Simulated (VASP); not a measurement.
# KZnF3 (Pm-3m) in VASP: further runs

KZnF3 is run at these levels: PBE; tasks: single point, relaxation of cell and atoms.

Program: VASP 6.6.1. These are calculated values, not measurements. Logs are shortened: lines on timing, memory, paths and dates and some standing lists are left out, and cuts for length are marked.

## 1. The cell of the first run

The structure is cubic, space group Pm-3m (No. 221). The conventional cell has a = 4.120 Å, b = 4.120 Å, c = 4.120 Å, α = 90.00°, β = 90.00°, γ = 90.00°. K (site symmetry m-3m) has 12 F at 2.91 Å and 8 Zn at 3.57 Å within 3.8 Å. Within 2.7 Å of Zn (site symmetry m-3m) lie 6 F at 2.06 Å. F (site symmetry 4/mmm) has 2 Zn at 2.06 Å within 2.7 Å.

## 2. Single point, PBE

File INCAR:

```
SYSTEM = KZnF3
ALGO     = Normal         ! electronic algorithm
EDIFF    = 1E-7           ! SCF threshold, eV
ENCUT    = 520            ! plane-wave cutoff, eV
GGA      = PE             ! functional
ISIF     = 2              ! what is computed and relaxed
ISMEAR   = 0              ! smearing method
LASPH    = .TRUE.         ! aspherical terms in the spheres
LCHARG   = .FALSE.        ! write CHGCAR
LREAL    = .FALSE.        ! projectors in reciprocal space
LWAVE    = .FALSE.        ! write WAVECAR
NBANDS   = 29             ! bands
NELM     = 100            ! most SCF steps
PREC     = Accurate       ! precision mode
SIGMA    = 0.1            ! smearing width, eV
```

File KPOINTS:

```
k-points
0
G
  6 6 6
  0 0 0
```

File POSCAR:

```
KZnF3
1.0
    4.1201828821      0.0000000000      0.0000000000
    0.0000000000      4.1201828821      0.0000000000
    0.0000000000      0.0000000000      4.1201828821
K Zn F
1 1 3
Direct
    0.5000000000      0.5000000000      0.5000000000
    0.0000000000      0.0000000000      0.0000000000
    0.0000000000      0.5000000000      0.0000000000
    0.0000000000      0.0000000000      0.5000000000
    0.5000000000      0.0000000000      0.0000000000
```

Potentials or basis: VASP PAW PBE potentials, release 64 (K_sv, Zn, F).

The run is started by

```
cat potpaw_PBE.64/K_sv/POTCAR potpaw_PBE.64/Zn/POTCAR potpaw_PBE.64/F/POTCAR > POTCAR
mpirun -np 1 vasp_std > vasp.out
```

OUTCAR:

```text
SYSTEM = KZnF3
   EDIFF = 1E-7
   ENCUT = 520
   GGA = PE
   ISIF = 2
   ISMEAR = 0
   LASPH = .TRUE.
   LREAL = .FALSE.
   NELM = 100
   PREC = Accurate

 ion  position               nearest neighbor table
   1  0.500  0.500  0.500-
   2  0.000  0.000  0.000-   3 2.06   4 2.06   5 2.06   4 2.06   3 2.06   5 2.06
   3  0.000  0.500  0.000-   2 2.06   2 2.06
   4  0.000  0.000  0.500-   2 2.06   2 2.06
   5  0.500  0.000  0.000-   2 2.06   2 2.06

  LATTYP: Found a simple cubic cell.
 ALAT       =     4.1201828821

  Lattice vectors:

 A1 = (   4.1201828821,   0.0000000000,   0.0000000000)
 A2 = (   0.0000000000,   4.1201828821,   0.0000000000)
 A3 = (   0.0000000000,   0.0000000000,   4.1201828821)

Analysis of symmetry for initial positions (statically):
=====================================================================
 Subroutine PRICEL returns:
 Original cell was already a primitive cell.

 Routine SETGRP: Setting up the symmetry group for a
 simple cubic supercell.

 Subroutine GETGRP returns: Found 48 space group operations
 (whereof 48 operations were pure point group operations)
 out of a pool of 48 trial point group operations.

The static configuration has the point symmetry O_h .

Analysis of symmetry for dynamics (positions and initial velocities):
=====================================================================
 Subroutine PRICEL returns:
 Original cell was already a primitive cell.

 Routine SETGRP: Setting up the symmetry group for a
 simple cubic supercell.

 Subroutine GETGRP returns: Found 48 space group operations
 (whereof 48 operations were pure point group operations)
 out of a pool of 48 trial point group operations.

The dynamic configuration has the point symmetry O_h .

 Subroutine INISYM returns: Found 48 space group operations
 (whereof 48 operations are pure point group operations),
 and found     1 'primitive' translations

----------------------------------------------------------------------------------------

                                     Primitive cell

  volume of cell :      69.9438

  direct lattice vectors                    reciprocal lattice vectors
     4.120182882  0.000000000  0.000000000     0.242707673  0.000000000  0.000000000
     0.000000000  4.120182882  0.000000000     0.000000000  0.242707673  0.000000000
     0.000000000  0.000000000  4.120182882     0.000000000  0.000000000  0.242707673

  length of vectors
     4.120182882  4.120182882  4.120182882     0.242707673  0.242707673  0.242707673

  position of ions in fractional coordinates (direct lattice)
     0.500000000  0.500000000  0.500000000
     0.000000000  0.000000000  0.000000000
     0.000000000  0.500000000  0.000000000
     0.000000000  0.000000000  0.500000000
     0.500000000  0.000000000  0.000000000

  ion indices of the primitive-cell ions
   primitive index   ion index
                 1           1
                 2           2
                 3           3
                 4           4
                 5           5

----------------------------------------------------------------------------------------

 KPOINTS: k-points

Automatic generation of k-mesh.
 Grid dimensions read from file:
 generate k-points for:    6    6    6

 Generating k-lattice:

  Cartesian coordinates                     Fractional coordinates (reciprocal lattice)
     0.040451279  0.000000000  0.000000000     0.166666667  0.000000000  0.000000000
     0.000000000  0.040451279  0.000000000     0.000000000  0.166666667  0.000000000
     0.000000000  0.000000000  0.040451279     0.000000000  0.000000000  0.166666667

  Length of vectors
     0.040451279  0.040451279  0.040451279

  Shift w.r.t. Gamma in fractional coordinates (k-lattice)
     0.000000000  0.000000000  0.000000000

 Subroutine IBZKPT returns following result:
 ===========================================

 Found     20 irreducible k-points:

 Following reciprocal coordinates:
            Coordinates               Weight
  0.000000  0.000000  0.000000      1.000000
  0.166667  0.000000  0.000000      6.000000
  0.333333  0.000000  0.000000      6.000000
  0.500000  0.000000  0.000000      3.000000
  0.166667  0.166667  0.000000     12.000000
  0.333333  0.166667  0.000000     24.000000
[... 12 lines left out ...]
  0.500000  0.500000  0.333333      6.000000
  0.500000  0.500000  0.500000      1.000000
   k-points           NKPTS =     20   k-points in BZ     NKDIM =     20   number of bands    NBANDS=     29
   number of dos      NEDOS =    301   number of ions     NIONS =      5
   total plane-waves  NPLWV =  32768
   dimension x,y,z NGX =    32 NGY =   32 NGZ =   32
   dimension x,y,z NGXF=    64 NGYF=   64 NGZF=   64
   ions per type =               1   1   3
   NGX,Y,Z   is equivalent  to a cutoff of  12.91, 12.91, 12.91 a.u.
   NGXF,Y,Z  is equivalent  to a cutoff of  25.82, 25.82, 25.82 a.u.
 SYSTEM =  KZnF3
   PREC   = accura    normal or accurate (medium, high low for compatibility)
   ISTART =      0    job   : 0-new  1-cont  2-samecut
   ICHARG =      2    charge: 1-file 2-atom 10-const
   ISPIN  =      1    spin polarized calculation?
   LNONCOLLINEAR =      F non collinear calculations
   LSORBIT =      F    spin-orbit coupling
   LASPH  =      T    aspherical Exc in radial PAW
   ENCUT  =  520.0 eV  38.22 Ry    6.18 a.u.   7.66  7.66  7.66*2*pi/ulx,y,z
   NELM   =    100;   NELMIN=  2; NELMDL= -5     # of ELM steps
   EDIFF  = 0.1E-06   stopping-criterion for ELM
   LREAL  =      F    real-space projection
   EDIFFG = 0.1E-05   stopping-criterion for IOM
   NSW    =      0    number of steps for IOM
   IBRION =     -1    ionic relax: 0-MD 1-quasi-New 2-CG
   NFREE  =      0    steps in history (QN), initial steepest desc. (CG)
   ISIF   =      2    stress and relaxation
   ISYM   =      2    0-nonsym 1-usesym 2-fastsym
   POTIM  = 0.5000    time-step for ionic-motion
   TEBEG  =    0.0;   TEEND  =   0.0 temperature during run
   PSTRESS=    0.0 pullay stress
   NELECT =      42.0000    total number of electrons
   NUPDOWN=      -1.0000    fix difference up-down
   EMIN   =  10.00;   EMAX   =-10.00  energy-range for DOS
   EFERMI =   0.00;   METHOD = LEGACY
   ISMEAR =     0;   SIGMA  =   0.10  broadening in eV -4-tet -1-fermi 0-gaus
   EFERMI_NEDOS =   21; number of points for ismear=-14 and -15
   IALGO  =     38    algorithm
   IMIX   =      4    mixing-type and parameters
     AMIX     =   0.40;   BMIX     =  1.00
     AMIX_MAG =   1.60;   BMIX_MAG =  1.00
  volume/ion in A,a.u.               =      13.99        94.40
  Fermi-wavevector in a.u.,A,eV,Ry     =   1.381152  2.609999 25.954208  1.907580
  Thomas-Fermi vector in A             =   2.505963
   LORBIT       =      0    0 simple, 1 ext, 2 COOP (PROOUT), +10 PAW based schemes
   GGA     = PE    functional components
   LHFCALC =     F    Hartree Fock is set to
   AEXX    =    0.0000 exact exchange contribution
   IVDW    =     0    specifies the selected vdW correction
   LEPSILON=     F    determine dielectric tensor
   LRPA    =     F    only Hartree local field effects (RPA)
 non-spin polarized calculation
 Gauss-broadening in eV      SIGMA  =   0.10
  energy-cutoff  :      520.00
  volume of cell :       69.94
 maximum number of plane-waves:      1924
 NGX is ok and might be reduce to    32
   NGX = 15   NGY = 15   NGZ = 15

 number of electron      41.9999999 magnetization

 Free energy of the ion-electron system (eV)
  ---------------------------------------------------
  ext. energy  EPLUGINS =         0.00000000
  ---------------------------------------------------
  free energy    TOTEN  =       -20.32998031 eV

  energy without entropy =      -20.32998031  energy(sigma->0) =      -20.32998031

 E-fermi :  -0.7755     XC(G=0):  -9.6154

 val. band max:       -1.2718543886   @ k =   0.5000   0.5000   0.5000
 cond. band min:       2.3922821103   @ k =   0.0000   0.0000   0.0000
 fundamental gap:      3.6641364989
 Fermi energy:        -0.7754844822

 k-point     1 :       0.0000    0.0000    0.0000
  band No.  band energies     occupation
      1     -28.1989      2.00000
      2     -22.4608      2.00000
      3     -21.9023      2.00000
      4     -21.9023      2.00000
      5     -11.6779      2.00000
      6     -11.6779      2.00000
[... 21 lines left out ...]
     28       9.8832      0.00000
     29      12.5756      0.00000

 k-point     2 :       0.1667    0.0000    0.0000
  band No.  band energies     occupation
      1     -28.1949      2.00000
      2     -22.4315      2.00000
      3     -21.9283      2.00000
      4     -21.9006      2.00000
      5     -11.6797      2.00000
      6     -11.6691      2.00000
[... 21 lines left out ...]
     28       9.9545      0.00000
     29      12.3761      0.00000

 k-point     3 :       0.3333    0.0000    0.0000
  band No.  band energies     occupation
      1     -28.1868      2.00000
      2     -22.3597      2.00000
      3     -21.9929      2.00000
      4     -21.8979      2.00000
      5     -11.6833      2.00000
      6     -11.6514      2.00000
[... 21 lines left out ...]
     28      10.1094      0.00000
     29      12.0110      0.00000

 k-point     4 :       0.5000    0.0000    0.0000
  band No.  band energies     occupation
      1     -28.1828      2.00000
      2     -22.3127      2.00000
      3     -22.0362      2.00000
      4     -21.8962      2.00000
      5     -11.6850      2.00000
      6     -11.6425      2.00000
[... 469 lines left out ...]
     28      11.1761      0.00000
     29      11.2900      0.00000

 k-point    19 :       0.5000    0.5000    0.3333
  band No.  band energies     occupation
      1     -28.1643      2.00000
      2     -22.0499      2.00000
      3     -22.0369      2.00000
      4     -22.0369      2.00000
      5     -11.7917      2.00000
      6     -11.7917      2.00000
[... 21 lines left out ...]
     28      11.3835      0.00000
     29      11.5313      0.00000

 k-point    20 :       0.5000    0.5000    0.5000
  band No.  band energies     occupation
      1     -28.1622      2.00000
      2     -22.0335      2.00000
      3     -22.0335      2.00000
      4     -22.0335      2.00000
      5     -11.8092      2.00000
      6     -11.8092      2.00000
[... 21 lines left out ...]
     28      11.3090      0.00000
     29      12.0220      0.00000

------------------------ aborting loop because EDIFF is reached ----------------------------------------

  FORCE on cell =-STRESS in cart. coord.  units (eV):
  Direction    XX          YY          ZZ          XY          YZ          ZX
  --------------------------------------------------------------------------------------
  -------------------------------------------------------------------------------------
  Total        0.2737094      0.2737094      0.2737094      0.0000000      0.0000000      0.0000000
  in kB        6.2697575      6.2697575      6.2697575      0.0000000      0.0000000      0.0000000
  external PRESSURE =       6.2697575 kB  Pullay stress =       0.0000000 kB

 VOLUME and BASIS-vectors are now :
 -----------------------------------------------------------------------------
  energy-cutoff  :      520.00
  volume of cell :       69.94
      direct lattice vectors                 reciprocal lattice vectors
     4.120182882  0.000000000  0.000000000     0.242707673  0.000000000  0.000000000
     0.000000000  4.120182882  0.000000000     0.000000000  0.242707673  0.000000000
     0.000000000  0.000000000  4.120182882     0.000000000  0.000000000  0.242707673

 POSITION                                       TOTAL-FORCE (eV/Angst)
 -----------------------------------------------------------------------------------
      2.06009      2.06009      2.06009         0.000000      0.000000      0.000000
      0.00000      0.00000      0.00000         0.000000      0.000000      0.000000
      0.00000      2.06009      0.00000         0.000000      0.000000      0.000000
      0.00000      0.00000      2.06009         0.000000      0.000000      0.000000
      2.06009      0.00000      0.00000         0.000000      0.000000      0.000000
 -----------------------------------------------------------------------------------
    total drift:                                0.000000      0.000000     -0.000000

  FREE ENERGIE OF THE ION-ELECTRON SYSTEM (eV)
  ---------------------------------------------------
  free  energy   TOTEN  =       -20.3299803124 eV

  energy  without entropy=      -20.3299803124  energy(sigma->0) =      -20.32998031
```

Wall time 55 s (1 thread of Intel Xeon Platinum 8259CL at 2.50GHz (Skylake/Cascade Lake), shared host); peak memory 0.19 GiB.

What came out:

```yaml
Free_energy: -20.3300 eV
Pressure: 0.6 GPa
Band_gap_on_the_k_mesh: 3.66 eV (least direct gap 5.23 eV)
```

Levels at points of the mesh, in eV from the valence-band top:
| k point | band 18 | band 19 | band 20 | band 21 | band 22 | band 23 | band 24 | band 25 |
| --- | --- | --- | --- | --- | --- | --- | --- | --- |
| (0.00, 0.00, 0.00) | -1.74 | -1.56 | -1.56 | -1.56 | 3.66 | 8.91 | 8.91 | 9.28 |
| (0.50, 0.00, 0.00) | -1.71 | -1.55 | -1.49 | -1.49 | 6.31 | 8.25 | 9.80 | 11.10 |
| (0.50, 0.50, 0.00) | -1.57 | -1.57 | -1.23 | 0.00 | 7.81 | 9.99 | 9.99 | 10.15 |
| (0.50, 0.50, 0.50) | -1.21 | -1.21 | 0.00 | 0.00 | 8.49 | 8.49 | 8.49 | 9.81 |

A k mesh can miss the band edges.

## 3. Relaxation of cell and atoms, PBE

This run uses another cell than the first one, of 12.39 Å³/atom.

File INCAR:

```
SYSTEM = KZnF3
PREC     = Accurate       ! precision mode
ENCUT    = 600            ! plane-wave cutoff, eV
EDIFF    = 1E-6           ! SCF threshold, eV
ISMEAR   = 0              ! smearing method
SIGMA    = 0.1            ! smearing width, eV
LREAL    = .False.        ! projectors in reciprocal space
LASPH    = .True.         ! aspherical terms in the spheres
NELM     = 100            ! most SCF steps
ALGO     = Normal         ! electronic algorithm
ISIF     = 3              ! what is computed and relaxed
LWAVE    = .False.        ! write WAVECAR
LCHARG   = .False.        ! write CHGCAR
GGA      = PE             ! functional
IBRION   = 2              ! ionic algorithm
NSW      = 80             ! ionic steps
EDIFFG   = -0.05          ! ionic threshold
```

File KPOINTS:

```
Automatic mesh
0
Gamma
  6 6 6
  0 0 0
```

POSCAR, as its differences from that of step 2:

```diff
@@ -2,5 +2,5 @@
 1.0
-    4.1201828821      0.0000000000      0.0000000000
-    0.0000000000      4.1201828821      0.0000000000
-    0.0000000000      0.0000000000      4.1201828821
+    3.9573133483      0.0000000000      0.0000000000
+    0.0000000000      3.9573133483      0.0000000000
+    0.0000000000      0.0000000000      3.9573133483
 K Zn F
```

Potentials or basis: VASP PAW PBE potentials, release 64 (K_sv, Zn, F).

The run is started by

```
cat potpaw_PBE.64/K_sv/POTCAR potpaw_PBE.64/Zn/POTCAR potpaw_PBE.64/F/POTCAR > POTCAR
mpirun -np 1 vasp_std > vasp.out
```

It took 2 min on 1 thread of Intel Xeon Platinum 8259CL at 2.50GHz (Skylake/Cascade Lake), shared host; peak memory 0.2 GiB.

The run converged. Its results:

| Property | Result |
| --- | --- |
| Free energy | -20.3198 eV |
| Relaxed volume | 14.21 Å³/atom |
| Relaxed cell | a = 4.141 Å, b = 4.141 Å, c = 4.141 Å, α = 90.00°, β = 90.00°, γ = 90.00° |
| Space group after relaxing (to 0.1 Å) | Pm-3m (No. 221) |
| Energy gained by relaxing | 58.6 meV/atom |
| Ionic steps | 2 |
| Pressure after relaxing | -0.4 GPa |
| Band gap on the k mesh | 3.63 eV (least direct gap 5.11 eV) |

Step by step:
```csv
step,energy change (eV),largest force (eV/Å),pressure (GPa),volume (Å³)
1,0.0000,0.0000,12.46,61.97
2,-0.2930,0.0000,-0.42,71.03
```

Final structure:
```
CELL_PARAMETERS angstrom
4.14139 0.00000 0.00000
0.00000 4.14139 0.00000
0.00000 0.00000 4.14139
ATOMIC_POSITIONS crystal
K 0.50000 0.50000 0.50000
Zn 0.00000 0.00000 0.00000
F 0.00000 0.50000 0.00000
F 0.00000 0.00000 0.50000
F 0.50000 0.00000 0.00000
```

Levels at points of the mesh, in eV from the valence-band top:
```tsv
k point	band 19	band 20	band 21	band 22	band 23	band 24
(0.00, 0.00, 0.00)	-1.48	-1.48	-1.48	3.63	8.96	8.96
(0.50, 0.00, 0.00)	-1.54	-1.42	-1.42	6.23	8.24	9.83
(0.50, 0.50, 0.00)	-1.51	-1.15	0.00	7.74	9.94	9.94
(0.50, 0.50, 0.50)	-1.13	0.00	0.00	8.51	8.51	8.51
```
